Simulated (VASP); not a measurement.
# WS2 in VASP: a series of runs

WS2 is run at these levels: PBE+D3(BJ); tasks: single point.

All numbers are computed with VASP 6.6.1; they aren't measurements. Logs are shortened: lines on timing, memory, paths and dates and some standing lists are left out, and cuts for length are marked.

## 1. The cell of the first run

The cell holds a slab with vacuum, 3 atoms: a = 3.159 Å, b = 3.159 Å, c = 20.127 Å, α = 90.00°, β = 90.00°, γ = 120.00°.

## 2. Single point, PBE+D3(BJ)

INCAR reads:

```
SYSTEM = WS2
ALGO = Normal ; DIPOL = 0.5 0.5 0.500
EDIFF = 1E-7 ; ENCUT = 520
GGA = PE ; IDIPOL = 3
ISIF = 2 ; ISMEAR = 0
IVDW = 12 ; LASPH = .TRUE.
LCHARG = .FALSE. ; LDIPOL = .TRUE.
LREAL = .FALSE. ; LWAVE = .FALSE.
NBANDS = 20 ; NELM = 100
PREC = Accurate ; SIGMA = 0.05
```

KPOINTS reads:

```
k-points
0
G
  12 12 1
  0 0 0
```

POSCAR reads:

```
WS2
1.0
    3.1593256606      0.0000000029      0.0000000000
   -1.5796628328      2.7360562795      0.0000000000
    0.0000000000      0.0000000000     20.1272520219
S W
2 1
Direct
    0.6666666667      0.3333333333      0.4217556987
    0.6666666667      0.3333333333      0.5783659748
    0.3333333333      0.6666666667      0.5000599323
```

Potentials or basis: VASP PAW PBE potentials, release 64 (S, W_sv).

Started as:

```
cat potpaw_PBE.64/S/POTCAR potpaw_PBE.64/W_sv/POTCAR > POTCAR
mpirun -np 1 vasp_std > vasp.out
```

OUTCAR:

```text
SYSTEM = WS2
   EDIFF = 1E-7
   ENCUT = 520
   GGA = PE
   ISIF = 2
   ISMEAR = 0
   IVDW = 12
   LASPH = .TRUE.
   LREAL = .FALSE.
   NELM = 100
   PREC = Accurate
 IVDW          = 12

 ion  position               nearest neighbor table
   1  0.667  0.333  0.422-   3 2.41   3 2.41   3 2.41
   2  0.667  0.333  0.578-   3 2.41   3 2.41   3 2.41
   3  0.333  0.667  0.500-   1 2.41   1 2.41   1 2.41   2 2.41   2 2.41   2 2.41

  LATTYP: Found a hexagonal cell.
 ALAT       =     3.1593256606
 C/A-ratio  =     6.3707430585

  Lattice vectors:

 A1 = (   3.1593256606,   0.0000000029,   0.0000000000)
 A2 = (  -1.5796628328,   2.7360562795,   0.0000000000)
 A3 = (   0.0000000000,   0.0000000000,  20.1272520219)

Analysis of symmetry for initial positions (statically):
=====================================================================
 Subroutine PRICEL returns:
 Original cell was already a primitive cell.

 Routine SETGRP: Setting up the symmetry group for a
 hexagonal supercell.

 Subroutine GETGRP returns: Found 12 space group operations
 (whereof  6 operations were pure point group operations)
 out of a pool of 24 trial point group operations.

The static configuration has the point symmetry C_3v.
 The point group associated with its full space group is D_3h.

Analysis of symmetry for dynamics (positions and initial velocities):
=====================================================================
 Subroutine PRICEL returns:
 Original cell was already a primitive cell.

 Routine SETGRP: Setting up the symmetry group for a
 hexagonal supercell.

 Subroutine GETGRP returns: Found 12 space group operations
 (whereof  6 operations were pure point group operations)
 out of a pool of 24 trial point group operations.

The dynamic configuration has the point symmetry C_3v.
 The point group associated with its full space group is D_3h.

 Subroutine INISYM returns: Found 12 space group operations
 (whereof  6 operations are pure point group operations),
 and found     1 'primitive' translations

----------------------------------------------------------------------------------------

                                     Primitive cell

  volume of cell :     173.9818

  direct lattice vectors                    reciprocal lattice vectors
     3.159325661  0.000000003  0.000000000     0.316523242  0.182744779  0.000000000
    -1.579662833  2.736056280  0.000000000    -0.000000000  0.365489558  0.000000000
     0.000000000  0.000000000 20.127252022     0.000000000  0.000000000  0.049683881

  length of vectors
     3.159325661  3.159325661 20.127252022     0.365489558  0.365489558  0.049683881

  position of ions in fractional coordinates (direct lattice)
     0.666666667  0.333333333  0.421755699
     0.666666667  0.333333333  0.578365975
     0.333333333  0.666666667  0.500059932

  ion indices of the primitive-cell ions
   primitive index   ion index
                 1           1
                 2           2
                 3           3

----------------------------------------------------------------------------------------

 KPOINTS: k-points

Automatic generation of k-mesh.
 Grid dimensions read from file:
 generate k-points for:   12   12    1

 Generating k-lattice:

  Cartesian coordinates                     Fractional coordinates (reciprocal lattice)
     0.026376937  0.015228732  0.000000000     0.083333333  0.000000000  0.000000000
    -0.000000000  0.030457463  0.000000000     0.000000000  0.083333333  0.000000000
     0.000000000  0.000000000  0.049683881     0.000000000  0.000000000  1.000000000

  Length of vectors
     0.030457463  0.030457463  0.049683881

  Shift w.r.t. Gamma in fractional coordinates (k-lattice)
     0.000000000  0.000000000  0.000000000

 Subroutine IBZKPT returns following result:
 ===========================================

 Found     19 irreducible k-points:

 Following reciprocal coordinates:
            Coordinates               Weight
  0.000000  0.000000  0.000000      1.000000
  0.083333  0.000000  0.000000      6.000000
  0.166667  0.000000  0.000000      6.000000
  0.250000  0.000000  0.000000      6.000000
  0.333333  0.000000  0.000000      6.000000
  0.416667  0.000000  0.000000      6.000000
[... 11 lines left out ...]
  0.333333  0.250000  0.000000     12.000000
  0.333333  0.333333  0.000000      2.000000
   k-points           NKPTS =     19   k-points in BZ     NKDIM =     19   number of bands    NBANDS=     20
   number of dos      NEDOS =    301   number of ions     NIONS =      3
   total plane-waves  NPLWV =  86400
   dimension x,y,z NGX =    24 NGY =   24 NGZ =  150
   dimension x,y,z NGXF=    48 NGYF=   48 NGZF=  300
   ions per type =               2   1
   NGX,Y,Z   is equivalent  to a cutoff of  12.63, 12.63, 12.39 a.u.
   NGXF,Y,Z  is equivalent  to a cutoff of  25.26, 25.26, 24.78 a.u.
 SYSTEM =  WS2
   PREC   = accura    normal or accurate (medium, high low for compatibility)
   ISTART =      0    job   : 0-new  1-cont  2-samecut
   ICHARG =      2    charge: 1-file 2-atom 10-const
   ISPIN  =      1    spin polarized calculation?
   LNONCOLLINEAR =      F non collinear calculations
   LSORBIT =      F    spin-orbit coupling
   LASPH  =      T    aspherical Exc in radial PAW
   ENCUT  =  520.0 eV  38.22 Ry    6.18 a.u.   5.87  5.87 37.42*2*pi/ulx,y,z
   NELM   =    100;   NELMIN=  2; NELMDL= -5     # of ELM steps
   EDIFF  = 0.1E-06   stopping-criterion for ELM
   LREAL  =      F    real-space projection
   EDIFFG = 0.1E-05   stopping-criterion for IOM
   NSW    =      0    number of steps for IOM
   IBRION =     -1    ionic relax: 0-MD 1-quasi-New 2-CG
   NFREE  =      0    steps in history (QN), initial steepest desc. (CG)
   ISIF   =      2    stress and relaxation
   ISYM   =      2    0-nonsym 1-usesym 2-fastsym
   POTIM  = 0.5000    time-step for ionic-motion
   TEBEG  =    0.0;   TEEND  =   0.0 temperature during run
   PSTRESS=    0.0 pullay stress
   NELECT =      26.0000    total number of electrons
   NUPDOWN=      -1.0000    fix difference up-down
   EMIN   =  10.00;   EMAX   =-10.00  energy-range for DOS
   EFERMI =   0.00;   METHOD = LEGACY
   ISMEAR =     0;   SIGMA  =   0.05  broadening in eV -4-tet -1-fermi 0-gaus
   EFERMI_NEDOS =   21; number of points for ismear=-14 and -15
   IALGO  =     38    algorithm
   IMIX   =      4    mixing-type and parameters
     AMIX     =   0.40;   BMIX     =  1.00
     AMIX_MAG =   1.60;   BMIX_MAG =  1.00
  volume/ion in A,a.u.               =      57.99       391.36
  Fermi-wavevector in a.u.,A,eV,Ry     =   0.868756  1.641711 10.268828  0.754738
  Thomas-Fermi vector in A             =   1.987481
   LORBIT       =      0    0 simple, 1 ext, 2 COOP (PROOUT), +10 PAW based schemes
   GGA     = PE    functional components
   LHFCALC =     F    Hartree Fock is set to
   AEXX    =    0.0000 exact exchange contribution
   IVDW    =    12    specifies the selected vdW correction
   LEPSILON=     F    determine dielectric tensor
   LRPA    =     F    only Hartree local field effects (RPA)
 non-spin polarized calculation
 Gauss-broadening in eV      SIGMA  =   0.05
  energy-cutoff  :      520.00
  volume of cell :      173.98
 maximum number of plane-waves:      4718
 NGX is ok and might be reduce to    24
   NGX = 11   NGY = 11   NGZ = 75

 number of electron      25.9999999 magnetization

 dipolmoment           0.000000      0.000000     -0.000249 electrons x Angstroem

 Free energy of the ion-electron system (eV)
  ---------------------------------------------------
  ext. energy  EPLUGINS =         0.00000000
  ---------------------------------------------------
  free energy    TOTEN  =       -23.66600355 eV

  energy without entropy =      -23.66600355  energy(sigma->0) =      -23.66600355

 E-fermi :  -1.4281     XC(G=0):  -3.8607

 val. band max:       -1.8292249834   @ k =   0.3333   0.3333   0.0000
 cond. band min:       0.0946862269   @ k =   0.3333   0.3333   0.0000
 fundamental gap:      1.9239112103
 Fermi energy:        -1.4281186073

 k-point     1 :       0.0000    0.0000    0.0000
  band No.  band energies     occupation
      1     -75.8368      2.00000
      2     -40.0881      2.00000
      3     -39.9143      2.00000
      4     -39.9143      2.00000
      5     -16.6526      2.00000
      6     -15.0285      2.00000
[... 12 lines left out ...]
     19       3.5009      0.00000
     20       3.7949      0.00000

 k-point     2 :       0.0833    0.0000    0.0000
  band No.  band energies     occupation
      1     -75.8355      2.00000
      2     -40.0837      2.00000
      3     -39.9388      2.00000
      4     -39.9200      2.00000
      5     -16.5352      2.00000
      6     -14.9843      2.00000
[... 12 lines left out ...]
     19       3.6417      0.00000
     20       4.1609      0.00000

 k-point     3 :       0.1667    0.0000    0.0000
  band No.  band energies     occupation
      1     -75.8321      2.00000
      2     -40.0717      2.00000
      3     -40.0053      2.00000
      4     -39.9355      2.00000
      5     -16.2005      2.00000
      6     -14.8587      2.00000
[... 12 lines left out ...]
     19       4.0483      0.00000
     20       4.7763      0.00000

 k-point     4 :       0.2500    0.0000    0.0000
  band No.  band energies     occupation
      1     -75.8275      2.00000
      2     -40.0950      2.00000
      3     -40.0551      2.00000
      4     -39.9566      2.00000
      5     -15.7023      2.00000
      6     -14.6737      2.00000
[... 12 lines left out ...]
     19       4.6733      0.00000
     20       5.3739      0.00000

 k-point     5 :       0.3333    0.0000    0.0000
  band No.  band energies     occupation
      1     -75.8228      2.00000
      2     -40.1833      2.00000
      3     -40.0386      2.00000
      4     -39.9776      2.00000
      5     -15.1365      2.00000
      6     -14.4697      2.00000
[... 12 lines left out ...]
     19       5.3527      0.00000
     20       5.4696      0.00000

 k-point     6 :       0.4167    0.0000    0.0000
  band No.  band energies     occupation
      1     -75.8194      2.00000
      2     -40.2472      2.00000
      3     -40.0264      2.00000
      4     -39.9930      2.00000
      5     -14.6565      2.00000
      6     -14.3051      2.00000
[... 12 lines left out ...]
     19       5.6953      0.00000
     20       5.7866      0.00000

 k-point     7 :       0.5000    0.0000    0.0000
  band No.  band energies     occupation
      1     -75.8182      2.00000
      2     -40.2704      2.00000
      3     -40.0219      2.00000
      4     -39.9986      2.00000
      5     -14.4605      2.00000
      6     -14.2409      2.00000
[... 12 lines left out ...]
     19       5.8176      0.00000
     20       6.0371      0.00000
[... 162 lines left out ...]
 k-point    15 :       0.3333    0.1667    0.0000
  band No.  band energies     occupation
      1     -75.8182      2.00000
      2     -40.2260      2.00000
      3     -40.0448      2.00000
      4     -40.0220      2.00000
      5     -14.4856      2.00000
      6     -14.2216      2.00000
[... 12 lines left out ...]
     19       6.3858      0.00000
     20       6.6165      0.00000

 k-point    16 :       0.4167    0.1667    0.0000
  band No.  band energies     occupation
      1     -75.8171      2.00000
      2     -40.2413      2.00000
      3     -40.0545      2.00000
      4     -40.0181      2.00000
      5     -14.3130      2.00000
      6     -14.1598      2.00000
[... 12 lines left out ...]
     19       6.7708      0.00000
     20       7.3411      0.00000

 k-point    17 :       0.2500    0.2500    0.0000
  band No.  band energies     occupation
      1     -75.8182      2.00000
      2     -40.2048      2.00000
      3     -40.0665      2.00000
      4     -40.0220      2.00000
      5     -14.4938      2.00000
      6     -14.2151      2.00000
[... 12 lines left out ...]
     19       6.2060      0.00000
     20       6.6301      0.00000

 k-point    18 :       0.3333    0.2500    0.0000
  band No.  band energies     occupation
      1     -75.8165      2.00000
      2     -40.2090      2.00000
      3     -40.1024      2.00000
      4     -40.0159      2.00000
      5     -14.2276      2.00000
      6     -14.1101      2.00000
[... 12 lines left out ...]
     19       5.9493      0.00000
     20       7.2976      0.00000

 k-point    19 :       0.3333    0.3333    0.0000
  band No.  band energies     occupation
      1     -75.8159      2.00000
      2     -40.1803      2.00000
      3     -40.1460      2.00000
      4     -40.0137      2.00000
      5     -14.1309      2.00000
      6     -14.0656      2.00000
[... 12 lines left out ...]
     19       5.3294      0.00000
     20       7.5070      0.00000

------------------------ aborting loop because EDIFF is reached ----------------------------------------

 vacuum level on the upper side and lower side of the slab       (xc-potential included)        -0.069        -0.064

 Edisp (eV)   -0.93099

 E8    (eV) :    -0.4184

  FORCE on cell =-STRESS in cart. coord.  units (eV):
  Direction    XX          YY          ZZ          XY          YZ          ZX
  --------------------------------------------------------------------------------------
  -------------------------------------------------------------------------------------
  Total      -0.00692    -0.00692    -0.01994    -0.00000     0.00000     0.00000
  in kB      -0.06369    -0.06369    -0.18362    -0.00000     0.00000     0.00000
  external pressure =       -0.10 kB  Pullay stress =        0.00 kB

 VOLUME and BASIS-vectors are now :
 -----------------------------------------------------------------------------
  energy-cutoff  :      520.00
  volume of cell :      173.98
      direct lattice vectors                 reciprocal lattice vectors
     3.159325661  0.000000003  0.000000000     0.316523242  0.182744779  0.000000000
    -1.579662833  2.736056280  0.000000000    -0.000000000  0.365489558  0.000000000
     0.000000000  0.000000000 20.127252022     0.000000000  0.000000000  0.049683881

 POSITION                                       TOTAL-FORCE (eV/Angst)
 -----------------------------------------------------------------------------------
      1.57966      0.91202      8.48878        -0.000000     -0.000000     -0.004132
      1.57966      0.91202     11.64092        -0.000000     -0.000000      0.004132
     -0.00000      1.82404     10.06483         0.000000      0.000000     -0.000000
 -----------------------------------------------------------------------------------
    total drift:                               -0.000000      0.000000     -0.036742

  FREE ENERGIE OF THE ION-ELECTRON SYSTEM (eV)
  ---------------------------------------------------
  free  energy   TOTEN  =       -24.5969935356 eV

  energy  without entropy=      -24.5969935356  energy(sigma->0) =      -24.59699354

 vacuum level on the upper side and lower side of the slab         3.768         3.773
```

Wall time 1.7 min (1 thread of AMD EPYC 7R13 (Zen 3), shared host); peak memory 0.27 GiB.

What came out:

| Property | Result |
| --- | --- |
| Free energy | -24.5970 eV |
| Largest force | 0.004 eV/Å |
| Band gap on the k mesh | 1.92 eV, direct |
| Dispersion energy per atom | -0.310 eV |

Forces in eV/Å, atoms in the order of the input:
```
S    0.000  0.000 -0.004
S    0.000  0.000  0.004
W    0.000  0.000  0.000
```

Caveat: spin-orbit coupling is left out, which moves the levels of the heavy elements.

## 3. Single point, PBE+D3(BJ)

This run uses another cell than the first one, of 58.87 Å³/atom, 1.015 times its volume.

INCAR reads:

```
  PREC = Accurate
  ENCUT = 520
  EDIFF = 1E-6
  ISMEAR = 0
  SIGMA = 0.05
  LREAL = F
  LASPH = T
  NELM = 60
  ALGO = Normal
  ISIF = 2
  LWAVE = F
  LCHARG = T
  LDIPOL = T
  IDIPOL = 3
  DIPOL = 0.5 0.5 0.500
  GGA = PE
  IVDW = 12
  LELF = T
  LVHAR = T
  LVACPOTAV = T
  NBANDS = 20
```

KPOINTS reads:

```
Automatic mesh
0
Gamma
  12 12 1
```

POSCAR reads:

```
WS2
1.0
    3.1831225500      0.0000000000      0.0000000000
   -1.5915612800      2.7566650000      0.0000000000
    0.0000000000      0.0000000000     20.1272520219
S W
2 1
Direct
    0.6666666700      0.3333333400      0.4223129909
    0.6666666700      0.3333333400      0.5776870091
    0.3333333300      0.6666666600      0.5001816058
```

Potentials or basis: VASP PAW PBE potentials, release 64 (S, W_sv).

Started as:

```
cat potpaw_PBE.64/S/POTCAR potpaw_PBE.64/W_sv/POTCAR > POTCAR
mpirun -np 1 vasp_std > vasp.out
```

Wall time 93 s (1 thread of AMD EPYC 7R13 (Zen 3), shared host); peak memory 0.27 GiB.

Results (log left out):

```yaml
Free_energy: -24.5911 eV
Largest_force: 0.143 eV/Å
Band_gap_on_the_k_mesh: 1.81 eV, direct
Dispersion_energy_per_atom: -0.306 eV
```

Forces in eV/Å, atoms in the order of the input:
```
S    0.000  0.000 -0.025
S    0.000  0.000  0.143
W    0.000  0.000 -0.119
```

Levels at points of the mesh, in eV from the valence-band top:
```csv
k point,band 9,band 10,band 11,band 12,band 13,band 14,band 15,band 16,band 17,band 18
"(0.00, 0.00, 0.00)",-2.87,-2.10,-1.64,-1.64,-0.02,2.89,2.89,3.06,3.06,4.98
"(0.50, 0.00, 0.00)",-4.43,-3.42,-2.12,-1.29,-0.92,2.85,3.31,4.07,4.75,5.12
```

Caveat: spin-orbit coupling is left out, which moves the levels of the heavy elements.
